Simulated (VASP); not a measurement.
KCl, 2 atoms in the cell. The structure is cubic, space group Pm-3m (No. 221). The conventional cell has a = 3.787 Å, b = 3.787 Å, c = 3.787 Å, α = 90.00°, β = 90.00°, γ = 90.00°. Within 4.3 Å of K (site symmetry m-3m) lie 8 Cl at 3.28 Å and 6 K at 3.79 Å. Within 4.3 Å of Cl (site symmetry m-3m) lie 8 K at 3.28 Å and 6 Cl at 3.79 Å. 

- Program: VASP 6.6.1
- Task: single point
- Functional: r2SCAN
- Potentials or basis: VASP PAW PBE potentials, release 64 (K_sv, Cl)
- Cutoff: 550 eV
- k mesh: 5 × 5 × 5
- Occupations: gaussian, width 0.01 eV
- Spin: no spin polarisation
- Dipole correction: no
- Further INCAR settings: ALGO = Normal; EDIFF = 1e-06; NBANDS = 15

Potentials or basis: VASP PAW PBE potentials, release 64 (K_sv, Cl).

Run with:

```console
$ cat potpaw_PBE.64/K_sv/POTCAR potpaw_PBE.64/Cl/POTCAR > POTCAR
$ cp INCAR.step1 INCAR
$ mpirun -np 1 vasp_std > vasp.out
$ cp INCAR.step2 INCAR
$ mpirun -np 1 vasp_std > vasp.out
```

Hardware: 1 thread of Intel Xeon 8259CL (shared host).

Problem. Estimate the wall time of this run.

Solution. Run time: 50 s on 1 thread of Intel Xeon 8259CL, with other jobs on the host, peak memory 0.17 GiB. Counts: k points 10.
